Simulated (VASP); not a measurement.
## AlGa3N4: single point with LDA

AlGa3N4:

```
CELL_PARAMETERS angstrom
4.38248 -0.15494 -0.15494
-0.15494 4.38248 -0.15494
-0.15494 -0.15494 4.38248
ATOMIC_POSITIONS crystal
Al 0.00000 0.00000 0.00000
Ga 0.50000 0.50000 0.00000
Ga 0.50000 0.00000 0.50000
Ga 0.00000 0.50000 0.50000
N 0.75481 0.75481 0.24519
N 0.75481 0.24519 0.75481
N 0.24519 0.75481 0.75481
N 0.24519 0.24519 0.24519
```

- Program: VASP 6.6.1
- Task: single point
- Functional: LDA
- Potentials or basis: VASP PAW LDA potentials, release 64 (Al, Ga_d, N)
- Cutoff: 520 eV
- k mesh: 6 × 6 × 6
- Occupations: gaussian, width 0.05 eV
- Spin: no spin polarisation
- Dipole correction: no
- Further INCAR settings: ALGO = Normal; EDIFF = 1e-07; NBANDS = 41

The pressure is 12.6 GPa. The largest force is 2.209 eV/Å and the band gap on the k mesh is 2.33 eV.

Forces in eV/Å, atoms in the order of the input:
```
Al  -1.221 -1.221 -1.221
Ga  -1.280 -1.280 -1.175
Ga  -1.280 -1.175 -1.280
Ga  -1.175 -1.280 -1.280
N    1.280  1.280  1.120
N    1.280  1.120  1.280
N    1.120  1.280  1.280
N    1.275  1.275  1.275
```

Stress tensor (GPa, compression positive):
```
12.63 19.08 19.08
19.08 12.63 19.08
19.08 19.08 12.63
```

Levels at points of the mesh, in eV from the valence-band top:
```
           k point  band 29  band 30  band 31  band 32  band 33  band 34
(0.00, 0.00, 0.00)    -0.36    -0.36     0.00     2.33     2.99     3.00
(0.50, 0.00, 0.00)    -1.87    -1.47    -1.15     4.69     4.76     5.84
(0.50, 0.50, 0.00)    -1.37    -1.01    -0.76     6.29     6.49     6.88
(0.50, 0.50, 0.50)    -0.79    -0.75    -0.75     4.39     5.32     5.32
```

It took 52 s on 1 thread of Intel(R) Xeon(R) 6975P-C (Granite Rapids), with other jobs on the host, peak memory 0.22 GiB.

Caveat: the cell stands under pressure; forces of over 1 eV/Å act on the atoms, so gaps and moduli don't describe the material at rest.
